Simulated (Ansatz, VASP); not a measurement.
# C in VASP and in Ansatz

INCAR

```
SYSTEM = C
PREC     = Accurate       ! precision mode
ENCUT    = 520            ! plane-wave cutoff, eV
EDIFF    = 1E-6           ! SCF threshold, eV
ISMEAR   = -1             ! smearing method
SIGMA    = 0.05           ! smearing width, eV
LREAL    = .FALSE.        ! projectors in reciprocal space
LASPH    = .TRUE.         ! aspherical terms in the spheres
NELM     = 80             ! most SCF steps
ALGO     = Normal         ! electronic algorithm
ISIF     = 2              ! what is computed and relaxed
LWAVE    = .FALSE.        ! write WAVECAR
LCHARG   = .FALSE.        ! write CHGCAR
GGA      = CA             ! functional
NBANDS   = 16             ! bands
```

Contents of KPOINTS:

```
Automatic mesh
0
G
  12 12 2
  0 0 0
```

POSCAR

```
C
1.0
    2.4885499956      0.0000000000      0.0000000000
   -1.2442749978      2.1551475148      0.0000000000
    0.0000000000      0.0000000000     24.4515486963
C
4
Direct
    0.6666666667      0.3333333333      0.5704754400
    0.3333333333      0.6666666667      0.4295245600
    0.0000000000      0.0000000000      0.4295312300
    0.0000000000      0.0000000000      0.5704687700
```

File input.yaml:

```yaml
crystal:
  lattice:
    - [2.4885499956, 0.0, 0.0]
    - [-1.2442749978, 2.1551475148, 0.0]
    - [0.0, 0.0, 24.4515486963]
  atoms:
    - { symbol: C, position: [0.6666666667, 0.3333333333, 0.57047544] }
    - { symbol: C, position: [0.3333333333, 0.6666666667, 0.42952456] }
    - { symbol: C, position: [0.0, 0.0, 0.42953123] }
    - { symbol: C, position: [0.0, 0.0, 0.57046877] }
kpoints:
  mp_grid: { grid: [12, 12, 2] }
scf:
  occupations: { method: fermi_dirac, width: 0.05 }
hamiltonian:
  xc: lda
  pseudopotentials: { kind: all_electron, lapw: { basis_error: 0.002 } }
output:
  forces: true
  stress: true
  eigenvalues: true
```

Change from the starting cell: volume scaled by 1.04.

Alike in both runs: task single point; functional LDA; k mesh 12 × 12 × 2; occupations fermi-dirac, width 0.05 eV; no spin polarisation.

```csv
,VASP,Ansatz
version,VASP 6.6.1,Ansatz 0.2.0
potentials or method,"VASP PAW LDA potentials, release 64 (C), cutoff 520 eV","all-electron LAPW, scalar-relativistic"
```

|  | VASP | Ansatz | Ansatz less VASP |
| --- | --- | --- | --- |
| gap on the k mesh at the Fermi level (eV) | none | none | - |
| rms of the force components (eV/Å) | 0.011 | 0.011 | -0.0001 |

LDA's correlation is that of Perdew and Zunger in VASP and of Perdew and Wang (1992) in Ansatz. Atom by atom the forces differ by 0.000 eV/Å (rms over components). A gap of «none» marks a metal or a gap that the smearing closes. Ansatz ran all-electron here, and VASP with PAW potentials.
